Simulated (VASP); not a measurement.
Input of a VASP 6.6.1 run:

File INCAR:

```
SYSTEM = HfO2
ALGO = Normal
EDIFF = 1E-7
ENCUT = 520
GGA = PE
ISIF = 2
ISMEAR = 0
LASPH = .True.
LCHARG = .False.
LREAL = .False.
LWAVE = .False.
NBANDS = 18
NELM = 100
PREC = Accurate
SIGMA = 0.01
```

The input KPOINTS:

```
k-points
0
Gamma
  6 6 6
  0 0 0
```

Contents of POSCAR:

```
HfO2
1.0
    0.0000000000      2.4508112569      2.4508112569
    2.4508112569      0.0000000000      2.4508112569
    2.4508112569      2.4508112569      0.0000000000
Hf O
1 2
Direct
    0.0000000000      0.0000000000      0.0000000000
    0.2500000000      0.2500000000      0.2500000000
    0.7500000000      0.7500000000      0.7500000000
```

Potentials or basis: VASP PAW PBE potentials, release 64 (Hf_pv, O).

Run with:

```sh
$ cat potpaw_PBE.64/Hf_pv/POTCAR potpaw_PBE.64/O/POTCAR > POTCAR
$ mpirun -np 1 vasp_std > vasp.out
```

(1) What does it give for the pressure?

(2) What does it give for the band gap on the k mesh?

## Answers

(1) 32.3 GPa.

(2) 4.07 eV, direct.

Caveat: spin-orbit coupling is left out, which moves the levels of the heavy elements.
